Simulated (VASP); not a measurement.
# NaTlTe2 (P-4m2) in VASP: single point with PBE

Aim: the single point of NaTlTe2 with PBE.

Program: VASP 6.6.1. These are calculated values, not measurements. Logs are shortened: lines on timing, memory, paths and dates and some standing lists are left out, and cuts for length are marked.

### Step 1. The cell of the first run

Symmetry: P-4m2, No. 115, tetragonal system. The conventional cell has a = 4.635 Å, b = 4.635 Å, c = 7.423 Å, α = 90.00°, β = 90.00°, γ = 90.00°. Within 4.0 Å of Na (site symmetry -4m2) lie 4 Te at 3.06 Å. Within 3.8 Å of Te (site symmetry 2mm) lie 2 Tl at 2.88 Å and 2 Na at 3.06 Å. Within 3.8 Å of Tl (site symmetry -4m2) lie 4 Te at 2.88 Å.

### Step 2. Single point, PBE

Input file INCAR:

```
PREC = Accurate
ENCUT = 520
EDIFF = 1E-7
ISMEAR = -1
SIGMA = 0.02
LREAL = F
LASPH = T
NELM = 80
ALGO = Normal
ISIF = 2
LWAVE = F
LCHARG = F
GGA = PE
NBANDS = 24
```

Input file KPOINTS:

```
regular mesh
0
Gamma
  4 4 4
```

Input file POSCAR:

```
NaTlTe2
1.0
    4.6345929494      0.0000000000      0.0000000000
    0.0000000000      4.6345929494      0.0000000000
    0.0000000000      0.0000000000      7.4229363044
Na Te Tl
1 2 1
Direct
    0.0000000000      0.0000000000      0.0000000000
    0.0000000000      0.5000000000      0.2685705919
    0.5000000000      0.0000000000      0.7314294081
    0.5000000000      0.5000000000      0.5000000000
```

Potentials or basis: VASP PAW PBE potentials, release 64 (Na_pv, Te, Tl_d).

The run is started by

```console
$ cat potpaw_PBE.64/Na_pv/POTCAR potpaw_PBE.64/Te/POTCAR potpaw_PBE.64/Tl_d/POTCAR > POTCAR
$ mpirun -np 1 vasp_std > vasp.out
```

OUTCAR:

```text
PREC = Accurate
   ENCUT = 520
   EDIFF = 1E-7
   ISMEAR = -1
   LREAL = F
   LASPH = T
   NELM = 80
   ISIF = 2
   GGA = PE

 ion  position               nearest neighbor table
   1  0.000  0.000  0.000-   2 3.06   3 3.06   2 3.06   3 3.06
   2  0.000  0.500  0.269-   4 2.88   4 2.88   1 3.06   1 3.06
   3  0.500  0.000  0.731-   4 2.88   4 2.88   1 3.06   1 3.06
   4  0.500  0.500  0.500-   2 2.88   3 2.88   3 2.88   2 2.88

  LATTYP: Found a simple tetragonal cell.
 ALAT       =     4.6345929494
 C/A-ratio  =     1.6016371633

  Lattice vectors:

 A1 = (   4.6345929494,   0.0000000000,   0.0000000000)
 A2 = (   0.0000000000,   4.6345929494,   0.0000000000)
 A3 = (   0.0000000000,   0.0000000000,   7.4229363044)

Analysis of symmetry for initial positions (statically):
=====================================================================
 Subroutine PRICEL returns:
 Original cell was already a primitive cell.

 Routine SETGRP: Setting up the symmetry group for a
 simple tetragonal supercell.

 Subroutine GETGRP returns: Found  8 space group operations
 (whereof  8 operations were pure point group operations)
 out of a pool of 16 trial point group operations.

The static configuration has the point symmetry D_2d.

Analysis of symmetry for dynamics (positions and initial velocities):
=====================================================================
 Subroutine PRICEL returns:
 Original cell was already a primitive cell.

 Routine SETGRP: Setting up the symmetry group for a
 simple tetragonal supercell.

 Subroutine GETGRP returns: Found  8 space group operations
 (whereof  8 operations were pure point group operations)
 out of a pool of 16 trial point group operations.

The dynamic configuration has the point symmetry D_2d.

 Subroutine INISYM returns: Found  8 space group operations
 (whereof  8 operations are pure point group operations),
 and found     1 'primitive' translations

----------------------------------------------------------------------------------------

                                     Primitive cell

  volume of cell :     159.4406

  direct lattice vectors                    reciprocal lattice vectors
     4.634592949  0.000000000  0.000000000     0.215768679  0.000000000  0.000000000
     0.000000000  4.634592949  0.000000000     0.000000000  0.215768679  0.000000000
     0.000000000  0.000000000  7.422936304     0.000000000  0.000000000  0.134717578

  length of vectors
     4.634592949  4.634592949  7.422936304     0.215768679  0.215768679  0.134717578

  position of ions in fractional coordinates (direct lattice)
     0.000000000  0.000000000  0.000000000
     0.000000000  0.500000000  0.268570592
     0.500000000  0.000000000  0.731429408
     0.500000000  0.500000000  0.500000000

  ion indices of the primitive-cell ions
   primitive index   ion index
                 1           1
                 2           2
                 3           3
                 4           4

----------------------------------------------------------------------------------------

 KPOINTS: regular mesh

Automatic generation of k-mesh.
 Grid dimensions read from file:
 generate k-points for:    4    4    4

 Generating k-lattice:

  Cartesian coordinates                     Fractional coordinates (reciprocal lattice)
     0.053942170  0.000000000  0.000000000     0.250000000  0.000000000  0.000000000
     0.000000000  0.053942170  0.000000000     0.000000000  0.250000000  0.000000000
     0.000000000  0.000000000  0.033679394     0.000000000  0.000000000  0.250000000

  Length of vectors
     0.053942170  0.053942170  0.033679394

  Shift w.r.t. Gamma in fractional coordinates (k-lattice)
     0.000000000  0.000000000  0.000000000

 Subroutine IBZKPT returns following result:
 ===========================================

 Found     18 irreducible k-points:

 Following reciprocal coordinates:
            Coordinates               Weight
  0.000000  0.000000  0.000000      1.000000
  0.250000  0.000000  0.000000      4.000000
  0.500000  0.000000  0.000000      2.000000
  0.250000  0.250000  0.000000      4.000000
  0.500000  0.250000  0.000000      4.000000
  0.500000  0.500000  0.000000      1.000000
[... 10 lines left out ...]
  0.500000  0.250000  0.500000      4.000000
  0.500000  0.500000  0.500000      1.000000
   k-points           NKPTS =     18   k-points in BZ     NKDIM =     18   number of bands    NBANDS=     24
   number of dos      NEDOS =    301   number of ions     NIONS =      4
   total plane-waves  NPLWV =  72576
   dimension x,y,z NGX =    36 NGY =   36 NGZ =   56
   dimension x,y,z NGXF=    72 NGYF=   72 NGZF=  112
   ions per type =               1   2   1
   NGX,Y,Z   is equivalent  to a cutoff of  12.91, 12.91, 12.54 a.u.
   NGXF,Y,Z  is equivalent  to a cutoff of  25.83, 25.83, 25.08 a.u.
 SYSTEM =  unknown system
   PREC   = accura    normal or accurate (medium, high low for compatibility)
   ISTART =      0    job   : 0-new  1-cont  2-samecut
   ICHARG =      2    charge: 1-file 2-atom 10-const
   ISPIN  =      1    spin polarized calculation?
   LNONCOLLINEAR =      F non collinear calculations
   LSORBIT =      F    spin-orbit coupling
   LASPH  =      T    aspherical Exc in radial PAW
   ENCUT  =  520.0 eV  38.22 Ry    6.18 a.u.   8.62  8.62 13.80*2*pi/ulx,y,z
   NELM   =     80;   NELMIN=  2; NELMDL= -5     # of ELM steps
   EDIFF  = 0.1E-06   stopping-criterion for ELM
   LREAL  =      F    real-space projection
   EDIFFG = 0.1E-05   stopping-criterion for IOM
   NSW    =      0    number of steps for IOM
   IBRION =     -1    ionic relax: 0-MD 1-quasi-New 2-CG
   NFREE  =      0    steps in history (QN), initial steepest desc. (CG)
   ISIF   =      2    stress and relaxation
   ISYM   =      2    0-nonsym 1-usesym 2-fastsym
   POTIM  = 0.5000    time-step for ionic-motion
   TEBEG  =    0.0;   TEEND  =   0.0 temperature during run
   PSTRESS=    0.0 pullay stress
   NELECT =      32.0000    total number of electrons
   NUPDOWN=      -1.0000    fix difference up-down
   EMIN   =  10.00;   EMAX   =-10.00  energy-range for DOS
   EFERMI =   0.00;   METHOD = LEGACY
   ISMEAR =    -1;   SIGMA  =   0.02  broadening in eV -4-tet -1-fermi 0-gaus
   EFERMI_NEDOS =   21; number of points for ismear=-14 and -15
   IALGO  =     38    algorithm
   IMIX   =      4    mixing-type and parameters
     AMIX     =   0.40;   BMIX     =  1.00
     AMIX_MAG =   1.60;   BMIX_MAG =  1.00
  volume/ion in A,a.u.               =      39.86       268.99
  Fermi-wavevector in a.u.,A,eV,Ry     =   0.958499  1.811301 12.499960  0.918721
  Thomas-Fermi vector in A             =   2.087612
   LORBIT       =      0    0 simple, 1 ext, 2 COOP (PROOUT), +10 PAW based schemes
   GGA     = PE    functional components
   LHFCALC =     F    Hartree Fock is set to
   AEXX    =    0.0000 exact exchange contribution
   IVDW    =     0    specifies the selected vdW correction
   LEPSILON=     F    determine dielectric tensor
   LRPA    =     F    only Hartree local field effects (RPA)
 non-spin polarized calculation
  energy-cutoff  :      520.00
  volume of cell :      159.44
 maximum number of plane-waves:      4332
 NGX is ok and might be reduce to    36
   NGX = 17   NGY = 17   NGZ = 27

 number of electron      32.0000006 magnetization

 Free energy of the ion-electron system (eV)
  ---------------------------------------------------
  ext. energy  EPLUGINS =         0.00000000
  ---------------------------------------------------
  free energy    TOTEN  =       -11.27676797 eV

  energy without entropy =      -11.27504699  energy(sigma->0) =      -11.27590748

 E-fermi :   2.0311     XC(G=0):  -7.5292

 val. band max:        1.9788291767   @ k =   0.0000   0.0000   0.0000
 cond. band min:       2.0333199064   @ k =   0.0000   0.0000   0.0000
 fundamental gap:      0.0544907297
 Fermi energy:         2.0311237096

 k-point     1 :       0.0000    0.0000    0.0000
  band No.  band energies     occupation
      1     -21.2628      2.00000
      2     -21.2628      2.00000
      3     -21.2216      2.00000
      4      -9.4517      2.00000
      5      -9.1258      2.00000
      6      -9.1258      2.00000
[... 16 lines left out ...]
     23       8.8616      0.00000
     24       9.6595      0.00000

 k-point     2 :       0.2500    0.0000    0.0000
  band No.  band energies     occupation
      1     -21.2641      2.00000
      2     -21.2627      2.00000
      3     -21.2213      2.00000
      4      -9.4497      2.00000
      5      -9.2711      2.00000
      6      -9.1239      2.00000
[... 16 lines left out ...]
     23       8.6897      0.00000
     24       9.8768      0.00000

 k-point     3 :       0.5000    0.0000    0.0000
  band No.  band energies     occupation
      1     -21.2654      2.00000
      2     -21.2626      2.00000
      3     -21.2210      2.00000
      4      -9.4658      2.00000
      5      -9.3249      2.00000
      6      -9.1219      2.00000
[... 16 lines left out ...]
     23       7.7541      0.00000
     24       9.3723      0.00000

 k-point     4 :       0.2500    0.2500    0.0000
  band No.  band energies     occupation
      1     -21.2640      2.00000
      2     -21.2640      2.00000
      3     -21.2210      2.00000
      4      -9.4429      2.00000
      5      -9.3501      2.00000
      6      -9.1033      2.00000
[... 16 lines left out ...]
     23       8.6371      0.00000
     24       8.8305      0.00000

 k-point     5 :       0.5000    0.2500    0.0000
  band No.  band energies     occupation
      1     -21.2653      2.00000
      2     -21.2639      2.00000
      3     -21.2207      2.00000
      4      -9.4553      2.00000
      5      -9.3899      2.00000
      6      -9.0855      2.00000
[... 16 lines left out ...]
     23       9.2754      0.00000
     24       9.4073      0.00000

 k-point     6 :       0.5000    0.5000    0.0000
  band No.  band energies     occupation
      1     -21.2652      2.00000
      2     -21.2652      2.00000
      3     -21.2205      2.00000
      4      -9.4449      2.00000
      5      -9.4449      2.00000
      6      -9.0503      2.00000
[... 16 lines left out ...]
     23       9.7832      0.00000
     24       9.7832      0.00000
[... 217 lines left out ...]
 k-point    15 :       0.5000    0.0000    0.5000
  band No.  band energies     occupation
      1     -21.2654      2.00000
      2     -21.2626      2.00000
      3     -21.2210      2.00000
      4      -9.4675      2.00000
      5      -9.3250      2.00000
      6      -9.1220      2.00000
[... 16 lines left out ...]
     23       8.8036      0.00000
     24       8.8757      0.00000

 k-point    16 :       0.2500    0.2500    0.5000
  band No.  band energies     occupation
      1     -21.2640      2.00000
      2     -21.2640      2.00000
      3     -21.2210      2.00000
      4      -9.4490      2.00000
      5      -9.3454      2.00000
      6      -9.1034      2.00000
[... 16 lines left out ...]
     23       8.3889      0.00000
     24       8.8059      0.00000

 k-point    17 :       0.5000    0.2500    0.5000
  band No.  band energies     occupation
      1     -21.2653      2.00000
      2     -21.2639      2.00000
      3     -21.2207      2.00000
      4      -9.4565      2.00000
      5      -9.3904      2.00000
      6      -9.0856      2.00000
[... 16 lines left out ...]
     23       8.8856      0.00000
     24       9.1762      0.00000

 k-point    18 :       0.5000    0.5000    0.5000
  band No.  band energies     occupation
      1     -21.2652      2.00000
      2     -21.2652      2.00000
      3     -21.2205      2.00000
      4      -9.4457      2.00000
      5      -9.4457      2.00000
      6      -9.0504      2.00000
[... 16 lines left out ...]
     23       8.1461      0.00000
     24       8.3961      0.00000

------------------------ aborting loop because EDIFF is reached ----------------------------------------

  FORCE on cell =-STRESS in cart. coord.  units (eV):
  Direction    XX          YY          ZZ          XY          YZ          ZX
  --------------------------------------------------------------------------------------
  -------------------------------------------------------------------------------------
  Total        0.9799429      0.9799429      0.8731921      0.0000000      0.0000000     -0.0000000
  in kB        9.8471922      9.8471922      8.7744813      0.0000000      0.0000000     -0.0000000
  external PRESSURE =       9.4896219 kB  Pullay stress =       0.0000000 kB

 VOLUME and BASIS-vectors are now :
 -----------------------------------------------------------------------------
  energy-cutoff  :      520.00
  volume of cell :      159.44
      direct lattice vectors                 reciprocal lattice vectors
     4.634592949  0.000000000  0.000000000     0.215768679  0.000000000  0.000000000
     0.000000000  4.634592949  0.000000000     0.000000000  0.215768679  0.000000000
     0.000000000  0.000000000  7.422936304     0.000000000  0.000000000  0.134717578

 POSITION                                       TOTAL-FORCE (eV/Angst)
 -----------------------------------------------------------------------------------
      0.00000      0.00000      0.00000        -0.000000      0.000000      0.000000
      0.00000      2.31730      1.99358        -0.000000      0.000000     -0.127602
      2.31730      0.00000      5.42935        -0.000000      0.000000      0.127602
      2.31730      2.31730      3.71147         0.000000      0.000000      0.000000
 -----------------------------------------------------------------------------------
    total drift:                                0.000000      0.000000      0.000000

  FREE ENERGIE OF THE ION-ELECTRON SYSTEM (eV)
  ---------------------------------------------------
  free  energy   TOTEN  =       -11.2767679660 eV

  energy  without entropy=      -11.2750469932  energy(sigma->0) =      -11.27590748
```

Run time: 63 s. Hardware: 1 thread of AMD EPYC 7R13 (Zen 3), shared host; peak memory 0.26 GiB.

What came out:

```
Free energy            : -11.2768 eV
Pressure               : 0.9 GPa
Largest force          : 0.128 eV/Å
Band gap on the k mesh : 0.05 eV, direct
```

Forces on the atoms (eV/Å):
```
Na   0.000  0.000  0.000
Te   0.000  0.000 -0.128
Te   0.000  0.000  0.128
Tl   0.000  0.000  0.000
```

Caveat: spin-orbit coupling is left out, which moves the levels of the heavy elements. A k mesh can miss the band edges.
